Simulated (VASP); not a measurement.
## HfN: single point with PBE+D3(BJ)

HfN:

```xyz
2
Lattice="0.0000 2.2585 2.2585 2.2585 0.0000 2.2585 2.2585 2.2585 0.0000" Properties=species:S:1:pos:R:3 pbc="T T T"
Hf    0.0000    0.0000    0.0000
N     2.2585    2.2585    2.2585
```

```yaml
Program: VASP 6.6.1
Task: single point
Functional: PBE
Dispersion: D3(BJ)
Potentials_or_basis: VASP PAW PBE potentials, release 64 (Hf_pv, N)
Cutoff: 600 eV
k_mesh: 10 × 10 × 10
Occupations: fermi-dirac, width 0.05 eV
Spin: no spin polarisation
```

The pressure is -2.5 GPa and the band gap on the k mesh is zero (an odd number of electrons rules out a gap without spin polarisation). The dispersion energy per atom is -0.386 eV.

Levels at points of the mesh, in eV from the Fermi level:
```
           k point  band 6  band 7  band 8  band 9  band 10  band 11
(0.00, 0.00, 0.00)   -3.07   -3.07   -0.38   -0.38    -0.38     1.76
(0.50, 0.00, 0.00)   -6.23   -6.23    3.24    3.67     3.67     4.39
(0.50, 0.50, 0.00)   -3.85   -3.74   -3.74    4.07     5.49     5.49
```

It took 9.7 s on 1 thread of Intel(R) Xeon(R) 6975P-C (Granite Rapids) (shared host), peak memory 0.18 GiB.

Caveat: spin-orbit coupling is left out, which moves the levels of the heavy elements.
